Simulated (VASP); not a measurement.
Wanted: the native input for a VASP 6.6.1 run.

```yaml
Task: single point
Functional: PBE
Potentials_or_basis: VASP PAW PBE potentials, release 64 (Fe, O)
Cutoff: 520 eV
k_mesh: 19 × 19 × 19
Occupations: fermi-dirac, width 0.0612256 eV
Spin: no spin polarisation
Dipole_correction: no
Further_INCAR_settings: ALGO = Normal; EDIFF = 1e-06; NBANDS = 18
```

The structure of Fe2O (antifluorite type) lies in POSCAR:

```
Fe2O
1.0
    0.0000000000      2.4975324813      2.4975324813
    2.4975324813      0.0000000000      2.4975324813
    2.4975324813      2.4975324813      0.0000000000
Fe O
2 1
Direct
    0.2500000000      0.2500000000      0.2500000000
    0.7500000000      0.7500000000      0.7500000000
    0.0000000000      0.0000000000      0.0000000000
```

These files were run (other wordings do the same):

INCAR

```
  PREC = Accurate
  ENCUT = 520
  EDIFF = 1E-6
  ISMEAR = -1
  SIGMA = 0.06122561905347299
  LREAL = False
  LASPH = True
  NELM = 80
  ALGO = Normal
  ISIF = 2
  LWAVE = False
  LCHARG = True
  GGA = PE
  LELF = True
  LVHAR = True
  NBANDS = 18
```

KPOINTS

```
Automatic mesh
0
Gamma
  19 19 19
```

Potentials or basis: VASP PAW PBE potentials, release 64 (Fe, O).

Command:

```sh
$ cat potpaw_PBE.64/Fe/POTCAR potpaw_PBE.64/O/POTCAR > POTCAR
$ mpirun -np 1 vasp_std > vasp.out
```

Results of the run:

| Property | Result |
| --- | --- |
| Pressure | -10.1 GPa |
| Band gap on the k mesh | zero (bands 11 and 12 overlap by 0.97 eV) |

Caveat: the cell stands under tension; the run has no spin polarisation, though such a crystal can be magnetic.

It took 2.7 min on 1 thread of Intel Xeon 8259CL (shared host), peak memory 0.25 GiB.
